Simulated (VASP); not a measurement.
Set up this calculation in VASP 6.6.1, as the native input.

- Task: relaxation of the atoms
- Functional: PBE
- Potentials or basis: VASP PAW PBE potentials, release 64 (Al, N)
- Cutoff: 520 eV
- k mesh: 9 × 9 × 6
- Occupations: gaussian, width 0.05 eV
- Spin: no spin polarisation
- Dipole correction: no
- Further INCAR settings: ALGO = Normal; EDIFF = 1e-07; IBRION = 2; EDIFFG = -0.01; NSW = 50

The structure of AlN lies in POSCAR:

```
AlN
1.0
    3.1612000000      0.0000000000      0.0000000000
   -1.5806000000      2.7376795064      0.0000000000
    0.0000000000      0.0000000000      5.4183000000
Al N
2 2
Direct
    0.3333333333      0.6666666667      0.0017290859
    0.6666666667      0.3333333333      0.5017290859
    0.3333333333      0.6666666667      0.3832709141
    0.6666666667      0.3333333333      0.8832709141
```

One way to write it, as run:

INCAR

```
ALGO     = Normal         # electronic algorithm
EDIFF    = 1E-7           # SCF threshold, eV
EDIFFG   = -0.01          # ionic threshold
ENCUT    = 520            # plane-wave cutoff, eV
GGA      = PE             # functional
IBRION   = 2              # ionic algorithm
ISIF     = 2              # what is computed and relaxed
ISMEAR   = 0              # smearing method
LASPH    = T              # aspherical terms in the spheres
LCHARG   = F              # write CHGCAR
LREAL    = F              # projectors in reciprocal space
LWAVE    = F              # write WAVECAR
NELM     = 60             # most SCF steps
NSW      = 50             # ionic steps
PREC     = Accurate       # precision mode
SIGMA    = 0.05           # smearing width, eV
```

KPOINTS

```
k-points
0
Gamma
  9 9 6
```

Potentials or basis: VASP PAW PBE potentials, release 64 (Al, N).

The run is started by

```bash
$ cat potpaw_PBE.64/Al/POTCAR potpaw_PBE.64/N/POTCAR > POTCAR
$ mpirun -np 1 vasp_std > vasp.out
```

It gave:

```yaml
Energy_gained_by_relaxing: 2.0 meV/atom
Ionic_steps: 3
Pressure_after_relaxing: -14.9 GPa
Band_gap_on_the_k_mesh: 3.13 eV
```

It took 85 s on 1 thread of Intel Xeon 8259CL (shared host), peak memory 0.17 GiB.
